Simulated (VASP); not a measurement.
# Si16Ge (a cell with a defect) in VASP: single point with PBE

Aim: the single point of Si16Ge (a cell with a defect) with PBE.

Program: VASP 6.6.1. These are calculated values, not measurements. Logs are shortened: lines on timing, memory, paths and dates and some standing lists are left out, and cuts for length are marked.

### 1 The cell of the first run

The cell holds a defect, 17 atoms: a = 7.679 Å, b = 7.679 Å, c = 7.679 Å, α = 60.00°, β = 60.00°, γ = 60.00°.

### 2 Single point, PBE

INCAR

```
SYSTEM = Si16Ge
ALGO = Normal
EDIFF = 1E-6
ENCUT = 520
GGA = PE
ISIF = 2
ISMEAR = 0
LASPH = .True.
LCHARG = .False.
LREAL = Auto
LWAVE = .False.
NBANDS = 53
NELM = 100
PREC = Accurate
SIGMA = 0.05
```

KPOINTS

```
k-points
0
Gamma
  2 2 2
  0 0 0
```

POSCAR

```
Si16Ge
1.0
    0.0000000000      5.4300000000      5.4300000000
    5.4300000000      0.0000000000      5.4300000000
    5.4300000000      5.4300000000      0.0000000000
Si Ge
16 1
Direct
   -0.0068243094      0.0193432781     -0.0047924494
    0.1055308471      0.1687279006      0.1077194291
   -0.0240675875      0.0066147330      0.5068119705
    0.1124159300      0.1242643646      0.6245030387
    0.0222430018      0.5250107735      0.0251986188
    0.1482194291      0.6507568140      0.1509897790
   -0.0068202578      0.4949731123      0.5195561694
    0.1055093002      0.6074860958      0.6689837017
    0.5043471455      0.0064559853     -0.0216591160
    0.6224584715      0.1244628913      0.1141078269
    0.4829120626     -0.0155638122      0.4846726519
    0.6071536832      0.1092448435      0.6094689687
    0.5167504604      0.4951819521     -0.0045928177
    0.6661767956      0.6076344383      0.1078169429
    0.5043967772      0.4780822284      0.5066726519
    0.6224568140      0.6138743094      0.6246883057
    0.2906894107      0.7932997238      0.2935186924
```

Potentials or basis: VASP PAW PBE potentials, release 64 (Si, Ge_d).

Command:

```console
$ cat potpaw_PBE.64/Si/POTCAR potpaw_PBE.64/Ge_d/POTCAR > POTCAR
$ mpirun -np 1 vasp_std > vasp.out
```

OUTCAR:

```text
SYSTEM = Si16Ge
   EDIFF = 1E-6
   ENCUT = 520
   GGA = PE
   ISIF = 2
   ISMEAR = 0
   LASPH = .True.
   LREAL = Auto
   NELM = 100
   PREC = Accurate

 ion  position               nearest neighbor table
   1  0.993  0.019  0.995-   4 2.33  10 2.33   6 2.35   2 2.35
   2  0.106  0.169  0.108-   5 2.28   1 2.35  17 2.49   9 2.51   3 2.51
   3  0.976  0.007  0.507-  12 2.33   4 2.33  17 2.44   2 2.51   8 2.51
   4  0.112  0.124  0.625-   1 2.33   7 2.33   3 2.33  11 2.33
   5  0.022  0.525  0.025-  14 2.28   8 2.28   2 2.28   6 2.37
   6  0.148  0.651  0.151-   7 2.35   1 2.35  13 2.35   5 2.37  17 2.68
   7  0.993  0.495  0.520-   4 2.33  16 2.33   6 2.35   8 2.35
   8  0.106  0.607  0.669-   5 2.28   7 2.35  17 2.49  15 2.51   3 2.51
   9  0.504  0.006  0.978-  12 2.33  10 2.33  17 2.45  14 2.51   2 2.51
  10  0.622  0.124  0.114-  13 2.33   1 2.33   9 2.33  11 2.33
  11  0.483  0.984  0.485-   4 2.33  16 2.33  10 2.33  12 2.34
  12  0.607  0.109  0.609-   3 2.33  15 2.33   9 2.33  11 2.34
  13  0.517  0.495  0.995-  10 2.33  16 2.33   6 2.35  14 2.35
  14  0.666  0.608  0.108-   5 2.28  13 2.35  17 2.49   9 2.51  15 2.51
  15  0.504  0.478  0.507-  12 2.33  16 2.33  17 2.45  14 2.51   8 2.51
  16  0.622  0.614  0.625-  13 2.33   7 2.33  15 2.33  11 2.33
  17  0.291  0.793  0.294-   3 2.44   9 2.45  15 2.45   2 2.49   8 2.49  14 2.49   6 2.68

  LATTYP: Found a face centered cubic cell.
 ALAT       =    10.8600000000

  Lattice vectors:

 A1 = (   0.0000000000,   5.4300000000,   5.4300000000)
 A2 = (   5.4300000000,   0.0000000000,   5.4300000000)
 A3 = (   5.4300000000,   5.4300000000,   0.0000000000)

Analysis of symmetry for initial positions (statically):
=====================================================================
 Subroutine PRICEL returns:
 Original cell was already a primitive cell.

 Routine SETGRP: Setting up the symmetry group for a
 face centered cubic supercell.

 Subroutine GETGRP returns: Found  1 space group operations
 (whereof  1 operations were pure point group operations)
 out of a pool of 48 trial point group operations.

The static configuration has the point symmetry C_1 .

Analysis of symmetry for dynamics (positions and initial velocities):
=====================================================================
 Subroutine PRICEL returns:
 Original cell was already a primitive cell.

 Routine SETGRP: Setting up the symmetry group for a
 face centered cubic supercell.

 Subroutine GETGRP returns: Found  1 space group operations
 (whereof  1 operations were pure point group operations)
 out of a pool of 48 trial point group operations.

The dynamic configuration has the point symmetry C_1 .

[... 120 lines left out ...]
   TEBEG  =    0.0;   TEEND  =   0.0 temperature during run
   PSTRESS=    0.0 pullay stress
   NELECT =      78.0000    total number of electrons
   NUPDOWN=      -1.0000    fix difference up-down
   EMIN   =  10.00;   EMAX   =-10.00  energy-range for DOS
   EFERMI =   0.00;   METHOD = LEGACY
   ISMEAR =     0;   SIGMA  =   0.05  broadening in eV -4-tet -1-fermi 0-gaus
   EFERMI_NEDOS =   21; number of points for ismear=-14 and -15
   IALGO  =     38    algorithm
   IMIX   =      4    mixing-type and parameters
     AMIX     =   0.40;   BMIX     =  1.00
     AMIX_MAG =   1.60;   BMIX_MAG =  1.00
  volume/ion in A,a.u.               =      18.84       127.11
  Fermi-wavevector in a.u.,A,eV,Ry     =   1.022421  1.932096 14.222785  1.045345
  Thomas-Fermi vector in A             =   2.156100
   LORBIT       =      0    0 simple, 1 ext, 2 COOP (PROOUT), +10 PAW based schemes
   GGA     = PE    functional components
   LHFCALC =     F    Hartree Fock is set to
   AEXX    =    0.0000 exact exchange contribution
   IVDW    =     0    specifies the selected vdW correction
   LEPSILON=     F    determine dielectric tensor
   LRPA    =     F    only Hartree local field effects (RPA)
 non-spin polarized calculation
 Gauss-broadening in eV      SIGMA  =   0.05
  energy-cutoff  :      520.00
  volume of cell :      320.21
 maximum number of plane-waves:      8646
 NGX is ok and might be reduce to    60
   NGX = 29   NGY = 29   NGZ = 29

 number of electron      78.0000000 magnetization

 Free energy of the ion-electron system (eV)
  ---------------------------------------------------
  ext. energy  EPLUGINS =         0.00000000
  ---------------------------------------------------
  free energy    TOTEN  =       -86.36947844 eV

  energy without entropy =      -86.35838944  energy(sigma->0) =      -86.36393394

 E-fermi :   6.7770     XC(G=0):  -9.7738

 val. band max:        6.7112276531   @ k =   0.0000   0.0000   0.0000
 cond. band min:       6.7896581009   @ k =   0.5000   0.0000   0.5000
 fundamental gap:      0.0784304478
 Fermi energy:         6.7769508556

 k-point     1 :       0.0000    0.0000    0.0000
  band No.  band energies     occupation
      1     -18.1368      2.00000
      2     -18.1368      2.00000
      3     -18.0441      2.00000
      4     -18.0441      2.00000
      5     -18.0436      2.00000
      6      -6.3777      2.00000
[... 421 lines left out ...]
     50      10.3649      0.00000
     51      10.4359      0.00000
 [bands above 51 left out]

------------------------ aborting loop because EDIFF is reached ----------------------------------------

  FORCE on cell =-STRESS in cart. coord.  units (eV):
  Direction    XX          YY          ZZ          XY          YZ          ZX
  --------------------------------------------------------------------------------------
  -------------------------------------------------------------------------------------
  Total       11.0714176     11.0471130     11.0470751     -1.6775634     -1.6597909     -1.6812031
  in kB       55.3967556     55.2751457     55.2749558     -8.3938273     -8.3049015     -8.4120391
  external PRESSURE =      55.3156190 kB  Pullay stress =       0.0000000 kB

 VOLUME and BASIS-vectors are now :
 -----------------------------------------------------------------------------
  energy-cutoff  :      520.00
  volume of cell :      320.21
      direct lattice vectors                 reciprocal lattice vectors
     0.000000000  5.430000000  5.430000000    -0.092081031  0.092081031  0.092081031
     5.430000000  0.000000000  5.430000000     0.092081031 -0.092081031  0.092081031
     5.430000000  5.430000000  0.000000000     0.092081031  0.092081031 -0.092081031

 POSITION                                       TOTAL-FORCE (eV/Angst)
 -----------------------------------------------------------------------------------
      5.50901     10.79692      5.49798        -0.004576     -0.006611     -0.006764
      1.50111      1.15795      1.48923         0.008903     -0.014787      0.007875
      2.78791      8.05130      5.33523        -0.014061      0.010016      0.008901
      4.06581      4.00147      1.28517        -0.001433      0.005355      0.006480
      2.98764      0.25761      2.97159        -0.007633      0.000237     -0.003905
      4.35348      1.62471      4.33844        -0.002950      0.001363      0.002621
[... 9 lines left out ...]
      6.72539      6.77200      6.71328         0.008060     -0.007823      0.010211
      5.90142      3.17225      5.88606        -0.047200     -0.039477     -0.044062
 -----------------------------------------------------------------------------------
    total drift:                               -0.007134     -0.002521     -0.000874

  FREE ENERGIE OF THE ION-ELECTRON SYSTEM (eV)
  ---------------------------------------------------
  free  energy   TOTEN  =       -86.3694784378 eV

  energy  without entropy=      -86.3583894433  energy(sigma->0) =      -86.36393394
```

OSZICAR:

```text
N       E                     dE             d eps       ncg     rms          rms(c)
DAV:   1     0.395246160192E+03    0.39525E+03   -0.30003E+04  1082   0.160E+03
DAV:   2    -0.233918715644E+02   -0.41864E+03   -0.38887E+03   938   0.397E+02
DAV:   3    -0.842030888870E+02   -0.60811E+02   -0.58206E+02  1039   0.102E+02
DAV:   4    -0.877357929196E+02   -0.35327E+01   -0.34767E+01  1080   0.288E+01
DAV:   5    -0.878438142109E+02   -0.10802E+00   -0.10772E+00  1064   0.482E+00    0.142E+01
DAV:   6    -0.868085578870E+02    0.10353E+01   -0.65695E-01  1032   0.273E+00    0.856E+00
DAV:   7    -0.863640125573E+02    0.44455E+00   -0.11719E+00   992   0.340E+00    0.594E-01
DAV:   8    -0.863673071798E+02   -0.32946E-02   -0.94207E-02  1024   0.145E+00    0.360E-01
DAV:   9    -0.863687285178E+02   -0.14213E-02   -0.56319E-03  1096   0.306E-01    0.220E-01
DAV:  10    -0.863692411778E+02   -0.51266E-03   -0.58651E-04  1008   0.105E-01    0.961E-02
DAV:  11    -0.863694688326E+02   -0.22765E-03   -0.30654E-04   960   0.720E-02    0.212E-02
DAV:  12    -0.863694739659E+02   -0.51333E-05   -0.19154E-05  1112   0.169E-02    0.135E-02
DAV:  13    -0.863694784000E+02   -0.44340E-05   -0.10721E-05   976   0.130E-02    0.604E-03
DAV:  14    -0.863694784378E+02   -0.37849E-07   -0.40472E-07   616   0.376E-03
   1 F= -.86369478E+02 E0= -.86363934E+02  d E =-.110890E-01
```

stdout:

```text
POSCAR found type information on POSCAR SiGe
 POSCAR found :  2 types and      17 ions
 scaLAPACK will be used
 LDA part: xc-table for (Slater+PW92), standard interpolation
 POSCAR, INCAR and KPOINTS ok, starting setup
 FFT: planning ... GRIDC
 FFT: planning ... GRID_SOFT
 FFT: planning ... GRID
 WAVECAR not read
 entering main loop
```

Wall time 3.5 min (1 thread of Intel Xeon Platinum 8259CL at 2.50GHz (Skylake/Cascade Lake), shared host); peak memory 0.49 GiB.

What came out:

- Free energy: -86.3695 eV
- Pressure: 5.5 GPa
- Largest force: 0.076 eV/Å
- Band gap on the k mesh: zero (band 39 reaches 6.79 eV, above the bottom of band 40 at 6.71 eV)

Forces in eV/Å, atoms in the order of the input:
```
Si  -0.005 -0.007 -0.007
Si   0.009 -0.015  0.008
Si  -0.014  0.010  0.009
Si  -0.001  0.005  0.006
Si  -0.008  0.000 -0.004
Si  -0.003  0.001  0.003
Si  -0.003 -0.005 -0.007
Si   0.004  0.004 -0.011
Si   0.009  0.009 -0.012
Si   0.008  0.010 -0.009
Si   0.025  0.024  0.025
Si   0.020  0.024  0.023
Si  -0.001 -0.003 -0.003
Si  -0.012  0.005  0.003
Si   0.011 -0.017  0.010
Si   0.008 -0.008  0.010
Ge  -0.047 -0.039 -0.044
```

Caveat: the k points lie up to 0.50 Å⁻¹ apart.
